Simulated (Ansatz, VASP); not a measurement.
# One calculation of TaN, two programs

INCAR

```
PREC     = Accurate       # precision mode
ENCUT    = 520            # plane-wave cutoff, eV
EDIFF    = 1E-8           # SCF threshold, eV
ISMEAR   = -1             # smearing method
SIGMA    = 0.03           # smearing width, eV
LREAL    = False          # projectors in reciprocal space
LASPH    = True           # aspherical terms in the spheres
NELM     = 120            # most SCF steps
ALGO     = Normal         # electronic algorithm
ISIF     = 2              # what is computed and relaxed
LWAVE    = False          # write WAVECAR
LCHARG   = False          # write CHGCAR
LEFG     = True         
NBANDS   = 36             # bands
GGA_COMPAT= False
```

KPOINTS

```
Automatic mesh
0
Gamma
  5 5 8
```

Contents of POSCAR:

```
TaN
1.0
    5.2866917255      0.0000000000      0.0000000000
   -2.6433458627      4.5784093362      0.0000000000
    0.0000000000      0.0000000000      2.9650340876
Ta N
3 3
Direct
    0.0000000000      0.0000000000      0.0000000000
    0.3333333333      0.6666666667      0.5000000000
    0.6666666667      0.3333333333      0.5000000000
    0.5000000000      0.0000000000      0.0000000000
    0.5000000000      0.5000000000      0.0000000000
    0.0000000000      0.5000000000      0.0000000000
```

Input for Ansatz:

```yaml
crystal:
  lattice:
    - [5.2866917255, 0.0, 0.0]
    - [-2.6433458627, 4.5784093362, 0.0]
    - [0.0, 0.0, 2.9650340876]
  atoms:
    - { symbol: Ta, position: [0.0, 0.0, 0.0] }
    - { symbol: Ta, position: [0.3333333333, 0.6666666667, 0.5] }
    - { symbol: Ta, position: [0.6666666667, 0.3333333333, 0.5] }
    - { symbol: "N", position: [0.5, 0.0, 0.0] }
    - { symbol: "N", position: [0.5, 0.5, 0.0] }
    - { symbol: "N", position: [0.0, 0.5, 0.0] }
kpoints:
  mp_grid: { grid: [5, 5, 8] }
scf:
  occupations: { method: fermi_dirac, width: 0.03 }
hamiltonian:
  xc: lda
  pseudopotentials: { kind: paw }
output:
  forces: true
  stress: true
  eigenvalues: true
  efg: { contact_densities: true }
  write_density: true
  write_potential: true
  elf: true
  volumetric_format: npy
```

Change from the starting cell: volume scaled by 1.06, PAW files.

Alike in both runs: task electric field gradients; functional LDA; k mesh 5 × 5 × 8; occupations fermi-dirac, width 0.03 eV; no spin polarisation.

|  | VASP | Ansatz |
| --- | --- | --- |
| version | VASP 6.6.1 | Ansatz 0.2.0 |
| potentials or method | VASP PAW LDA potentials, release 64 (Ta_sv_GW, N) | PAW with Ansatz's default frozen-core files, scalar-relativistic |
| plane-wave cutoff (eV) | 520 | 420 |
| valence electrons in the cell | 54 | 54 |

|  | VASP | Ansatz | Ansatz less VASP |
| --- | --- | --- | --- |
| size of Vzz on the site where it differs most (V/Å²) | 403.8 | 451.6 | +47.89 |

LDA's correlation is that of Perdew and Zunger in VASP and of Perdew and Wang (1992) in Ansatz.

Neither program's run includes spin-orbit coupling.
